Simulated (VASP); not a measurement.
CaSe:

```
Ca Se
1.0
     3.68074   -0.13215   -0.13215
    -0.13215    3.68074   -0.13215
    -0.13215   -0.13215    3.68074
Ca Se
1 1
Direct
  0.00000 0.00000 0.00000
  0.50000 0.50000 0.50000
```

This cell differs from its parent crystal: epitaxial 111 strain +4.9%.

Base run:

- Program: VASP 6.6.1
- Functional: r2SCAN
- Potentials or basis: VASP PAW PBE potentials, release 64 (Ca_sv, Se)
- Cutoff: 520 eV
- k mesh: 8 × 8 × 8
- Occupations: gaussian, width 0.01 eV
- Spin: no spin polarisation

Its results: band gap on the k mesh 1.39 eV; pressure -0.8 GPa.

The run is repeated on the same cell with these changes: functional from r2SCAN to PBE; occupations from gaussian, width 0.01 eV to fermi-dirac, width 0.02 eV. What comes out?

Band gap on the k mesh 0.92 eV; pressure -0.2 GPa.

Caveats: the PAW data sets were made with another functional, which shifts forces and pressure a little (at least some runs).

A k mesh can miss the band edges.
